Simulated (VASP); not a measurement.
MoS: single point with r2SCAN+U

Crystal: MoS.

```
CELL_PARAMETERS angstrom
3.39289 0.00000 0.00000
0.00000 3.39289 0.00000
0.00000 0.00000 3.39289
ATOMIC_POSITIONS crystal
Mo 0.00000 0.00000 0.00000
S 0.50000 0.50000 0.50000
```

| Item | Value |
| --- | --- |
| Program | VASP 6.6.1 |
| Task | single point |
| Functional | r2SCAN |
| Potentials or basis | VASP PAW PBE potentials, release 64 (Mo_sv, S) |
| Cutoff | 520 eV |
| k mesh | 12 × 12 × 12 |
| Occupations | gaussian, width 0.1 eV |
| Spin | no spin polarisation |
| Hubbard terms | Mo d U = 4.38 eV |
| Dipole correction | no |
| Further INCAR settings | ALGO = Normal; EDIFF = 1e-06; NBANDS = 17 |

| Quantity | Value |
| --- | --- |
| Pressure | -13.8 GPa |
| Band gap on the k mesh | 1.13 eV (least direct gap 1.26 eV) |

Levels at points of the mesh, in eV from the valence-band top:
| k point | band 6 | band 7 | band 8 | band 9 | band 10 | band 11 | band 12 | band 13 | band 14 | band 15 |
| --- | --- | --- | --- | --- | --- | --- | --- | --- | --- | --- |
| (0.00, 0.00, 0.00) | -3.57 | -3.57 | -1.90 | -1.90 | -1.90 | 1.69 | 2.41 | 2.41 | 2.41 | 8.66 |
| (0.50, 0.00, 0.00) | -6.86 | -3.11 | -2.40 | -2.40 | -0.17 | 2.71 | 3.81 | 3.81 | 5.01 | 6.60 |
| (0.50, 0.50, 0.00) | -4.86 | -4.86 | -3.12 | -0.97 | -0.05 | 1.20 | 1.20 | 1.45 | 3.60 | 9.52 |
| (0.50, 0.50, 0.50) | -5.22 | -5.22 | -5.22 | 0.00 | 0.00 | 3.40 | 3.40 | 3.40 | 4.35 | 4.35 |

Eigenvalues of the final occupation matrices:
```tsv
site	spin	trace	eigenvalues
site 1 d	1	1.89	0.09 0.09 0.09 0.82 0.82
site 1 d	2	1.89	0.09 0.09 0.09 0.82 0.82
```

Wall time 4.5 min on 1 thread of Intel(R) Xeon(R) Platinum 8488C (Sapphire Rapids), on a shared host, peak memory 0.2 GiB.

Caveat: the cell stands under tension; the PAW data sets were made with another functional, which shifts forces and pressure a little. A k mesh can miss the band edges.
